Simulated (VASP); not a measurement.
# AlN (I4/mmm) in VASP: further runs, part 2 of 2

VASP 6.6.1. The steps go on from the part before.

### Step 3. Single point, r2SCAN (uniaxial z strain +1.0%)

Contents of POSCAR:

```
AlN
1.0
    0.0000000000      2.0188684521      2.0390571367
    2.0188684521      0.0000000000      2.0390571367
    2.0188684521      2.0188684521      0.0000000000
Al N
1 1
Direct
    0.0000000000      0.0000000000      0.0000000000
    0.5000000000      0.5000000000      0.5000000000
```

Contents of INCAR.step1:

```
SYSTEM = AlN
ALGO = Normal
EDIFF = 1E-4
ENCUT = 520
GGA = PE
ISMEAR = 0
LASPH = .True.
LCHARG = .False.
LREAL = .False.
LWAVE = .True.
NBANDS = 11
NELM = 80
PREC = Accurate
SIGMA = 0.01
```

Contents of INCAR.step2:

```
SYSTEM = AlN
ALGO = Normal
EDIFF = 1E-6
ENCUT = 520
ISIF = 2
ISMEAR = 0
ISTART = 1
LASPH = .True.
LCHARG = .True.
LELF = .True.
LMIXTAU = .True.
LREAL = .False.
LVHAR = .True.
LWAVE = .False.
METAGGA = R2SCAN
NBANDS = 11
NELM = 80
PREC = Accurate
SIGMA = 0.01
```

Contents of KPOINTS:

```
k-points
0
Gamma
  10 10 10
  0 0 0
```

Potentials or basis: VASP PAW PBE potentials, release 64 (Al, N).

Started as:

```console
$ cat potpaw_PBE.64/Al/POTCAR potpaw_PBE.64/N/POTCAR > POTCAR
$ cp INCAR.step1 INCAR
$ mpirun -np 1 vasp_std > vasp.out
$ cp INCAR.step2 INCAR
$ mpirun -np 1 vasp_std > vasp.out
```

OUTCAR:

```text
SYSTEM = AlN
   EDIFF = 1E-6
   ENCUT = 520
   ISIF = 2
   ISMEAR = 0
   ISTART = 1
   LASPH = .True.
   LREAL = .False.
   METAGGA = R2SCAN
   NELM = 80
   PREC = Accurate

 ion  position               nearest neighbor table
   1  0.000  0.000  0.000-   2 2.02   2 2.02   2 2.02   2 2.02   2 2.04   2 2.04
   2  0.500  0.500  0.500-   1 2.02   1 2.02   1 2.02   1 2.02   1 2.04   1 2.04

  LATTYP: Found a body centered tetragonal cell.
 ALAT       =     2.8551111456
 C/A-ratio  =     1.4283556981

  Lattice vectors:

 A1 = (  -2.0188684521,   0.0000000000,   2.0390571367)
 A2 = (   2.0188684521,   0.0000000000,   2.0390571367)
 A3 = (   0.0000000000,   2.0188684521,  -2.0390571367)

Analysis of symmetry for initial positions (statically):
=====================================================================
 Subroutine PRICEL returns:
 Original cell was already a primitive cell.

 Routine SETGRP: Setting up the symmetry group for a
 body centered tetragonal supercell.

 Subroutine GETGRP returns: Found 16 space group operations
 (whereof 16 operations were pure point group operations)
 out of a pool of 16 trial point group operations.

The static configuration has the point symmetry D_4h.

Analysis of symmetry for dynamics (positions and initial velocities):
=====================================================================
 Subroutine PRICEL returns:
 Original cell was already a primitive cell.

 Routine SETGRP: Setting up the symmetry group for a
 body centered tetragonal supercell.

 Subroutine GETGRP returns: Found 16 space group operations
 (whereof 16 operations were pure point group operations)
 out of a pool of 16 trial point group operations.

The dynamic configuration has the point symmetry D_4h.

 Subroutine INISYM returns: Found 16 space group operations
 (whereof 16 operations are pure point group operations),
 and found     1 'primitive' translations

----------------------------------------------------------------------------------------

[... 116 lines left out ...]
   LORBIT       =      0    0 simple, 1 ext, 2 COOP (PROOUT), +10 PAW based schemes
   METAGGA = R2SCAN    functional components
   LHFCALC =     F    Hartree Fock is set to
   AEXX    =    0.0000 exact exchange contribution
   IVDW    =     0    specifies the selected vdW correction
   LEPSILON=     F    determine dielectric tensor
   LRPA    =     F    only Hartree local field effects (RPA)
 non-spin polarized calculation
 Gauss-broadening in eV      SIGMA  =   0.01
  energy-cutoff  :      520.00
  volume of cell :       16.62
 maximum number of plane-waves:       461
 NGX is ok and might be reduce to    24
   NGX = 11   NGY = 11   NGZ = 11

 number of electron       7.9999999 magnetization

 Free energy of the ion-electron system (eV)
  ---------------------------------------------------
  ext. energy  EPLUGINS =         0.00000000
  ---------------------------------------------------
  free energy    TOTEN  =       -18.89396273 eV

  energy without entropy =      -18.89396273  energy(sigma->0) =      -18.89396273

 E-fermi :   9.7860     XC(G=0): -12.8492

 val. band max:        9.7470551974   @ k =   0.0000   0.0000   0.0000
 cond. band min:      15.0944775839   @ k =   0.5000   0.0000   0.5000
 fundamental gap:      5.3474223865
 Fermi energy:         9.7860438752

 k-point     1 :       0.0000    0.0000    0.0000
  band No.  band energies     occupation
      1      -8.6489      2.00000
      2       9.6742      2.00000
      3       9.6742      2.00000
      4       9.7471      2.00000
      5      16.1261      0.00000
      6      22.4983      0.00000
      7      22.6385      0.00000
      8      22.6385      0.00000
      9      28.0655      0.00000
     10      28.3642      0.00000
     11      28.3975      0.00000
[... 309 lines left out ...]
 k-point    24 :       0.4000    0.3000    0.0000
  band No.  band energies     occupation
      1      -5.6834      2.00000
      2       3.7002      2.00000
      3       6.8636      2.00000
      4       7.3900      2.00000
      5      16.6850      0.00000
      6      17.4390      0.00000
      7      22.9089      0.00000
      8      26.5230      0.00000
      9      27.3671      0.00000
     10      32.5695      0.00000
     11      35.8836      0.00000

 [... further k-points ...]
[... 5 lines left out ...]
  --------------------------------------------------------------------------------------
  -------------------------------------------------------------------------------------
  Total       -0.2648215     -0.2648215     -0.5419463      0.0000000      0.0000000      0.0000000
  in kB      -25.5263344    -25.5263344    -52.2385842      0.0000000      0.0000000      0.0000000
  external PRESSURE =     -34.4304177 kB  Pullay stress =       0.0000000 kB

 VOLUME and BASIS-vectors are now :
 -----------------------------------------------------------------------------
  energy-cutoff  :      520.00
  volume of cell :       16.62
      direct lattice vectors                 reciprocal lattice vectors
     0.000000000  2.018868452  2.039057137    -0.247663487  0.247663487  0.245211373
     2.018868452  0.000000000  2.039057137     0.247663487 -0.247663487  0.245211373
     2.018868452  2.018868452  0.000000000     0.247663487  0.247663487 -0.245211373

 POSITION                                       TOTAL-FORCE (eV/Angst)
 -----------------------------------------------------------------------------------
      0.00000      0.00000      0.00000        -0.000000      0.000000      0.000000
      2.01887      2.01887      2.03906         0.000000     -0.000000      0.000000
 -----------------------------------------------------------------------------------
    total drift:                               -0.000000     -0.000000      0.000000

  FREE ENERGIE OF THE ION-ELECTRON SYSTEM (eV)
  ---------------------------------------------------
  free  energy   TOTEN  =       -18.8939627257 eV

  energy  without entropy=      -18.8939627257  energy(sigma->0) =      -18.89396273
```

Wall time 54 s (1 thread of AMD EPYC 9R45 (Zen 5), shared host); peak memory 0.12 GiB.

What came out:

| Property | Result |
| --- | --- |
| Free energy | -18.8940 eV |
| Pressure | -3.4 GPa |
| Band gap on the k mesh | 5.35 eV, indirect (least direct gap 6.38 eV) |

Levels at points of the mesh, in eV from the valence-band top:
```
           k point  band 2  band 3  band 4  band 5  band 6  band 7
(0.00, 0.00, 0.00)   -0.07   -0.07    0.00    6.38   12.75   12.89
(0.50, 0.00, 0.00)   -8.45   -1.21   -1.17    6.82   11.70   11.93
(0.50, 0.50, 0.00)   -7.58   -2.88   -2.88    5.44    6.01   15.16
(0.50, 0.00, 0.50)   -7.54   -3.02   -2.89    5.35    5.91   15.29
```

Caveat: the cell differs from its parent crystal (uniaxial z strain +1.0%); the PAW data sets were made with another functional, which shifts forces and pressure a little.

### Step 4. Single point, r2SCAN (uniaxial z strain +2.0%)

Contents of POSCAR:

```
AlN
1.0
    0.0000000000      2.0188684521      2.0592458212
    2.0188684521      0.0000000000      2.0592458212
    2.0188684521      2.0188684521      0.0000000000
Al N
1 1
Direct
    0.0000000000      0.0000000000      0.0000000000
    0.5000000000      0.5000000000      0.5000000000
```

Contents of INCAR.step1:

```
SYSTEM = AlN
PREC = Accurate
ENCUT = 520
ISMEAR = 0
SIGMA = 0.01
LREAL = .FALSE.
LASPH = .TRUE.
NELM = 100
NBANDS = 11
GGA = PE
ALGO = Normal
EDIFF = 1E-4
LWAVE = .TRUE.
LCHARG = .FALSE.
```

Contents of INCAR.step2:

```
SYSTEM = AlN
PREC = Accurate
ENCUT = 520
EDIFF = 1E-6
ISMEAR = 0
SIGMA = 0.01
LREAL = .FALSE.
LASPH = .TRUE.
NELM = 100
ALGO = Normal
ISIF = 2
LWAVE = .FALSE.
LCHARG = .FALSE.
METAGGA = R2SCAN
LMIXTAU = .TRUE.
NBANDS = 11
ISTART = 1
```

Contents of KPOINTS:

```
Automatic mesh
0
G
  10 10 10
  0 0 0
```

Started as:

```console
$ cat potpaw_PBE.64/Al/POTCAR potpaw_PBE.64/N/POTCAR > POTCAR
$ cp INCAR.step1 INCAR
$ mpirun -np 1 vasp_std > vasp.out
$ cp INCAR.step2 INCAR
$ mpirun -np 1 vasp_std > vasp.out
```

It took 54 s on 1 thread of AMD EPYC 9R45 (Zen 5), shared host; peak memory 0.12 GiB.

It converged, with:

- Free energy: -18.8867 eV
- Pressure: -5.9 GPa
- Band gap on the k mesh: 5.18 eV, indirect (least direct gap 6.18 eV)

Stress tensor (GPa, compression positive):
```
-4.23  0.00  0.00
 0.00 -4.23  0.00
 0.00  0.00 -9.13
```

Levels at points of the mesh, in eV from the valence-band top:
| k point | band 1 | band 2 | band 3 | band 4 | band 5 | band 6 | band 7 | band 8 | band 9 |
| --- | --- | --- | --- | --- | --- | --- | --- | --- | --- |
| (0.00, 0.00, 0.00) | -18.35 | -0.14 | -0.14 | 0.00 | 6.18 | 12.58 | 12.86 | 12.86 | 18.04 |
| (0.50, 0.00, 0.00) | -15.18 | -8.43 | -1.26 | -1.18 | 6.70 | 11.47 | 11.91 | 14.29 | 17.21 |
| (0.50, 0.50, 0.00) | -14.34 | -7.59 | -2.85 | -2.85 | 5.36 | 6.04 | 14.90 | 18.49 | 18.49 |
| (0.50, 0.00, 0.50) | -14.17 | -7.51 | -3.13 | -2.86 | 5.18 | 5.85 | 15.16 | 17.94 | 18.62 |

Caveat: the cell differs from its parent crystal (uniaxial z strain +2.0%); the PAW data sets were made with another functional, which shifts forces and pressure a little.

### Step 5. Single point, r2SCAN (uniaxial z strain +3.0%)

Contents of POSCAR:

```
AlN
1.0
    0.0000000000      2.0188684521      2.0794345057
    2.0188684521      0.0000000000      2.0794345057
    2.0188684521      2.0188684521      0.0000000000
Al N
1 1
Direct
    0.0000000000      0.0000000000      0.0000000000
    0.5000000000      0.5000000000      0.5000000000
```

Contents of INCAR.step1:

```
ALGO = Normal
EDIFF = 1E-4
ENCUT = 520
GGA = PE
ISMEAR = 0
LASPH = True
LCHARG = False
LREAL = False
LWAVE = True
NBANDS = 11
NELM = 80
PREC = Accurate
SIGMA = 0.01
```

Contents of INCAR.step2:

```
ALGO = Normal
EDIFF = 1E-7
ENCUT = 520
ISIF = 2
ISMEAR = 0
ISTART = 1
LASPH = True
LCHARG = False
LMIXTAU = True
LREAL = False
LWAVE = False
METAGGA = R2SCAN
NBANDS = 11
NELM = 80
PREC = Accurate
SIGMA = 0.01
```

Contents of KPOINTS:

```
k-points
0
Gamma
  10 10 10
```

Started as:

```console
$ cat potpaw_PBE.64/Al/POTCAR potpaw_PBE.64/N/POTCAR > POTCAR
$ cp INCAR.step1 INCAR
$ mpirun -np 1 vasp_std > vasp.out
$ cp INCAR.step2 INCAR
$ mpirun -np 1 vasp_std > vasp.out
```

It took 63 s on 1 thread of AMD EPYC 9R45 (Zen 5), shared host; peak memory 0.12 GiB.

It converged, with:

| Property | Result |
| --- | --- |
| Free energy | -18.8757 eV |
| Pressure | -8.1 GPa |
| Band gap on the k mesh | 5.01 eV, indirect (least direct gap 5.99 eV) |

Stress tensor (GPa, compression positive):
```
 -5.84   0.00   0.00
  0.00  -5.84   0.00
  0.00   0.00 -12.57
```

Levels at points of the mesh, in eV from the valence-band top:
```csv
k point,band 1,band 2,band 3,band 4,band 5,band 6,band 7,band 8
"(0.00, 0.00, 0.00)",-18.31,-0.21,-0.21,0.00,5.99,12.42,12.84,12.84
"(0.50, 0.00, 0.00)",-15.17,-8.41,-1.31,-1.19,6.58,11.27,11.90,14.08
"(0.50, 0.50, 0.00)",-14.40,-7.59,-2.82,-2.82,5.29,6.07,14.65,18.37
"(0.50, 0.00, 0.50)",-14.16,-7.47,-3.23,-2.84,5.01,5.80,15.03,17.54
```

Caveat: the cell differs from its parent crystal (uniaxial z strain +3.0%); the PAW data sets were made with another functional, which shifts forces and pressure a little. A k mesh can miss the band edges.

### Step 6. Single point, r2SCAN (uniaxial z strain +4.0%)

Contents of POSCAR:

```
AlN
1.0
    0.0000000000      2.0188684521      2.0996231902
    2.0188684521      0.0000000000      2.0996231902
    2.0188684521      2.0188684521      0.0000000000
Al N
1 1
Direct
    0.0000000000      0.0000000000      0.0000000000
    0.5000000000      0.5000000000      0.5000000000
```

Contents of INCAR.step1:

```
  PREC = Accurate
  ENCUT = 520
  ISMEAR = 0
  SIGMA = 0.01
  LREAL = False
  LASPH = True
  NELM = 60
  NBANDS = 11
  GGA = PE
  ALGO = Normal
  EDIFF = 1E-4
  LWAVE = True
  LCHARG = False
```

Contents of INCAR.step2:

```
  PREC = Accurate
  ENCUT = 520
  EDIFF = 1E-6
  ISMEAR = 0
  SIGMA = 0.01
  LREAL = False
  LASPH = True
  NELM = 60
  ALGO = Normal
  ISIF = 2
  LWAVE = False
  LCHARG = False
  METAGGA = R2SCAN
  LMIXTAU = True
  NBANDS = 11
  ISTART = 1
```

Contents of KPOINTS:

```
Automatic mesh
0
Gamma
  10 10 10
```

Potentials or basis: VASP PAW PBE potentials, release 64 (Al, N).

Started as:

```console
$ cat potpaw_PBE.64/Al/POTCAR potpaw_PBE.64/N/POTCAR > POTCAR
$ cp INCAR.step1 INCAR
$ mpirun -np 1 vasp_std > vasp.out
$ cp INCAR.step2 INCAR
$ mpirun -np 1 vasp_std > vasp.out
```

OUTCAR:

```text
PREC = Accurate
   ENCUT = 520
   EDIFF = 1E-6
   ISMEAR = 0
   LREAL = False
   LASPH = True
   NELM = 60
   ISIF = 2
   METAGGA = R2SCAN
   ISTART = 1

 ion  position               nearest neighbor table
   1  0.000  0.000  0.000-   2 2.02   2 2.02   2 2.02   2 2.02   2 2.10   2 2.10
   2  0.500  0.500  0.500-   1 2.02   1 2.02   1 2.02   1 2.02   1 2.10   1 2.10

  LATTYP: Found a body centered tetragonal cell.
 ALAT       =     2.8551111456
 C/A-ratio  =     1.4707821049

  Lattice vectors:

 A1 = (  -2.0188684521,   0.0000000000,   2.0996231902)
 A2 = (   2.0188684521,   0.0000000000,   2.0996231902)
 A3 = (   0.0000000000,   2.0188684521,  -2.0996231902)

Analysis of symmetry for initial positions (statically):
=====================================================================
 Subroutine PRICEL returns:
 Original cell was already a primitive cell.

 Routine SETGRP: Setting up the symmetry group for a
 body centered tetragonal supercell.

 Subroutine GETGRP returns: Found 16 space group operations
 (whereof 16 operations were pure point group operations)
 out of a pool of 16 trial point group operations.

The static configuration has the point symmetry D_4h.

Analysis of symmetry for dynamics (positions and initial velocities):
[... 166 lines left out ...]

 k-point     1 :       0.0000    0.0000    0.0000
  band No.  band energies     occupation
      1      -8.7598      2.00000
      2       9.2299      2.00000
      3       9.2299      2.00000
      4       9.5042      2.00000
      5      15.2973      0.00000
      6      21.7746      0.00000
      7      22.3184      0.00000
      8      22.3184      0.00000
      9      27.0296      0.00000
     10      27.8322      0.00000
     11      27.9784      0.00000
[... 309 lines left out ...]
 k-point    24 :       0.4000    0.3000    0.0000
  band No.  band energies     occupation
      1      -6.0027      2.00000
      2       3.4397      2.00000
      3       6.6209      2.00000
      4       7.1912      2.00000
      5      16.2204      0.00000
      6      17.1320      0.00000
      7      21.9903      0.00000
      8      26.0200      0.00000
      9      26.7597      0.00000
     10      32.0241      0.00000
     11      34.9037      0.00000

 [... further k-points ...]
[... 5 lines left out ...]
  --------------------------------------------------------------------------------------
  -------------------------------------------------------------------------------------
  Total       -0.7848203     -0.7848203     -1.6605676      0.0000000      0.0000000      0.0000000
  in kB      -73.4671863    -73.4671863   -155.4460714      0.0000000      0.0000000      0.0000000
  external PRESSURE =    -100.7934813 kB  Pullay stress =       0.0000000 kB

 VOLUME and BASIS-vectors are now :
 -----------------------------------------------------------------------------
  energy-cutoff  :      520.00
  volume of cell :       17.12
      direct lattice vectors                 reciprocal lattice vectors
     0.000000000  2.018868452  2.099623190    -0.247663487  0.247663487  0.238137968
     2.018868452  0.000000000  2.099623190     0.247663487 -0.247663487  0.238137968
     2.018868452  2.018868452  0.000000000     0.247663487  0.247663487 -0.238137968

 POSITION                                       TOTAL-FORCE (eV/Angst)
 -----------------------------------------------------------------------------------
      0.00000      0.00000      0.00000         0.000000      0.000000      0.000000
      2.01887      2.01887      2.09962         0.000000     -0.000000      0.000000
 -----------------------------------------------------------------------------------
    total drift:                               -0.000000     -0.000000      0.000000

  FREE ENERGIE OF THE ION-ELECTRON SYSTEM (eV)
  ---------------------------------------------------
  free  energy   TOTEN  =       -18.8614180738 eV

  energy  without entropy=      -18.8614180738  energy(sigma->0) =      -18.86141807
```

OUTCAR.step1:

```text
PREC = Accurate
   ENCUT = 520
   ISMEAR = 0
   LREAL = False
   LASPH = True
[... 559 lines left out ...]
      0.00000      0.00000      0.00000        -0.000000     -0.000000     -0.000000
      2.01887      2.01887      2.09962         0.000000      0.000000      0.000000
 -----------------------------------------------------------------------------------
    total drift:                               -0.000000     -0.000000      0.000000

  FREE ENERGIE OF THE ION-ELECTRON SYSTEM (eV)
  ---------------------------------------------------
  free  energy   TOTEN  =       -14.5306651664 eV

  energy  without entropy=      -14.5306651664  energy(sigma->0) =      -14.53066517
```

OSZICAR.step1:

```text
N       E                     dE             d eps       ncg     rms          rms(c)
DAV:   1     0.977105701361E+01    0.97711E+01   -0.39186E+03  2340   0.617E+02
DAV:   2    -0.154865288576E+02   -0.25258E+02   -0.23896E+02  2701   0.136E+02
DAV:   3    -0.162554914948E+02   -0.76896E+00   -0.76753E+00  2722   0.216E+01
DAV:   4    -0.162587399209E+02   -0.32484E-02   -0.32483E-02  2520   0.151E+00
DAV:   5    -0.162587699596E+02   -0.30039E-04   -0.30039E-04  2680   0.138E-01    0.749E+00
DAV:   6    -0.145488333566E+02    0.17099E+01   -0.77084E+00  2463   0.145E+01    0.262E+00
DAV:   7    -0.145371389158E+02    0.11694E-01   -0.16532E-01  2490   0.303E+00    0.175E+00
DAV:   8    -0.145309808099E+02    0.61581E-02   -0.16718E-02  2385   0.113E+00    0.334E-01
DAV:   9    -0.145306046823E+02    0.37613E-03   -0.15990E-03  2604   0.236E-01    0.147E-01
DAV:  10    -0.145306651664E+02   -0.60484E-04   -0.13565E-04  1473   0.879E-02
   1 F= -.14530665E+02 E0= -.14530665E+02  d E =-.570775E-18
```

It took 50 s on 1 thread of AMD EPYC 9R45 (Zen 5), shared host; peak memory 0.12 GiB.

Results:

```yaml
Free_energy: -18.8614 eV
Pressure: -10.1 GPa
Band_gap_on_the_k_mesh: 4.85 eV, indirect (least direct gap 5.79 eV)
```

Levels at points of the mesh, in eV from the valence-band top:
```tsv
k point	band 1	band 2	band 3	band 4	band 5	band 6	band 7	band 8
(0.00, 0.00, 0.00)	-18.26	-0.27	-0.27	0.00	5.79	12.27	12.81	12.81
(0.50, 0.00, 0.00)	-15.16	-8.39	-1.36	-1.20	6.45	11.08	11.89	13.88
(0.50, 0.50, 0.00)	-14.46	-7.59	-2.79	-2.79	5.23	6.11	14.40	18.24
(0.50, 0.00, 0.50)	-14.14	-7.44	-3.33	-2.81	4.85	5.75	14.91	17.16
```

Caveat: the cell differs from its parent crystal (uniaxial z strain +4.0%); the PAW data sets were made with another functional, which shifts forces and pressure a little.

### Step 7. Overview

```tsv
cell	gap on the mesh (eV)	pressure (GPa)
a = 2.841, b = 2.841, c = 2.855 Å, angles 59.8, 59.8, 60.3°, 2 atoms	5.54	2.1
a = 2.869, b = 2.869, c = 2.855 Å, angles 60.2, 60.2, 59.7°, 2 atoms	5.35	-3.4
a = 2.884, b = 2.884, c = 2.855 Å, angles 60.3, 60.3, 59.3°, 2 atoms	5.18	-5.9
a = 2.898, b = 2.898, c = 2.855 Å, angles 60.5, 60.5, 59.0°, 2 atoms	5.01	-8.1
a = 2.913, b = 2.913, c = 2.855 Å, angles 60.7, 60.7, 58.7°, 2 atoms	4.85	-10.1
```

Alike in all rows: task single point; level r2SCAN; potentials or basis VASP PAW PBE potentials, release 64 (Al, N); no spin polarisation; k mesh 10 × 10 × 10; cutoff (eV) 520; smearing gaussian 0.01 eV.

Caveats: the PAW data sets were made with another functional, which shifts forces and pressure a little.

Absolute energies hang on the potentials; compare differences alone.
